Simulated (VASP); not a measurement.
A run of VASP 6.6.1 is set up as follows.

The input INCAR:

```
PREC = Accurate ; ENCUT = 520
EDIFF = 1E-6 ; ISMEAR = 0
SIGMA = 0.15 ; LREAL = F
LASPH = T ; NELM = 80
ALGO = Normal ; ISIF = 2
LWAVE = F ; LCHARG = F
GGA = CA ; NBANDS = 14
```

The input KPOINTS:

```
Automatic mesh
0
Gamma
  16 16 16
```

File POSCAR:

```
TiAl
1.0
    3.1240862282      0.0000000000      0.0000000000
    0.0000000000      3.1240862282      0.0000000000
    0.0000000000      0.0000000000      3.1240862282
Ti Al
1 1
Direct
    0.0000000000      0.0000000000      0.0000000000
    0.5000000000      0.5000000000      0.5000000000
```

Potentials or basis: VASP PAW LDA potentials, release 64 (Ti_sv, Al).

Run with:

```bash
$ cat potpaw_LDA.64/Ti_sv/POTCAR potpaw_LDA.64/Al/POTCAR > POTCAR
$ mpirun -np 1 vasp_std > vasp.out
```

**Question.** What does it give for the pressure?

**Answer.** 0.3 GPa.
